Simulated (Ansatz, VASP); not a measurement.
**Te: VASP beside Ansatz**

Contents of INCAR:

```
SYSTEM = Te
PREC     = Accurate       ! precision mode
ENCUT    = 520            ! plane-wave cutoff, eV
EDIFF    = 1E-6           ! SCF threshold, eV
ISMEAR   = -1             ! smearing method
SIGMA    = 0.05           ! smearing width, eV
LREAL    = .FALSE.        ! projectors in reciprocal space
LASPH    = .TRUE.         ! aspherical terms in the spheres
NELM     = 80             ! most SCF steps
ALGO     = Normal         ! electronic algorithm
ISIF     = 2              ! what is computed and relaxed
LWAVE    = .FALSE.        ! write WAVECAR
LCHARG   = .FALSE.        ! write CHGCAR
GGA      = PE             ! functional
NBANDS   = 16             ! bands
```

The input KPOINTS:

```
Automatic mesh
0
G
  2 2 2
  0 0 0
```

POSCAR

```
Te
1.0
    4.5302708278      0.0000000000      0.0000000000
   -2.2651354139      3.9233296229      0.0000000000
    0.0000000000      0.0000000000      5.9374277250
Te
3
Direct
    0.2684005468      1.0000000000      0.3333333333
    0.0000000000      0.2684005468      0.6666666667
    0.7315994532      0.7315994532      0.0000000000
```

Input for Ansatz:

```yaml
crystal:
  lattice:
    - [4.5302708278, 0.0, 0.0]
    - [-2.2651354139, 3.9233296229, 0.0]
    - [0.0, 0.0, 5.937427725]
  atoms:
    - { symbol: Te, position: [0.2684005468, 1.0, 0.3333333333] }
    - { symbol: Te, position: [0.0, 0.2684005468, 0.6666666667] }
    - { symbol: Te, position: [0.7315994532, 0.7315994532, 0.0] }
hamiltonian:
  xc: pbe
  pseudopotentials:
    kind: paw
    azcp:
      Te: "pseudopotentials/Te.paw.azcp"
basis:
  ecutwfc: 420
  fft_grid_basis: typed
kpoints:
  mp_grid: { grid: [2, 2, 2], shift: [0, 0, 0] }
magnetization:
  spin_polarized: false
scf:
  occupations: { method: fermi_dirac, width: 0.05 }
  lower_state_search: "off"
output:
  stress: true
  write_density: true
  write_potential: true
  elf: true
  volumetric_format: npy
```

Alike in both runs: task single point; functional PBE; k mesh 2 × 2 × 2; occupations fermi-dirac, width 0.05 eV; no spin polarisation.

```csv
,VASP,Ansatz
version,VASP 6.6.1,Ansatz 0.2.0
potentials or method,"VASP PAW PBE potentials, release 64 (Te), cutoff 520 eV","plane waves (420 eV) with PAW, scalar-relativistic"
valence electrons in the cell,18,48
```

```csv
,VASP,Ansatz,Ansatz less VASP
pressure (GPa),1.3,1.3,0.00
"traceless stress, the component that is largest in VASP (GPa)",-3.78,-3.79,-0.012
```

The functional is the same, so the differences come from potentials, cutoffs and numerics. VASP's potentials hold 18 valence electrons a cell and Ansatz's 48, so a difference there can come from the potentials and not from the codes.

The k mesh is coarse, so the values compare programs but aren't converged. Spin-orbit coupling is off throughout.
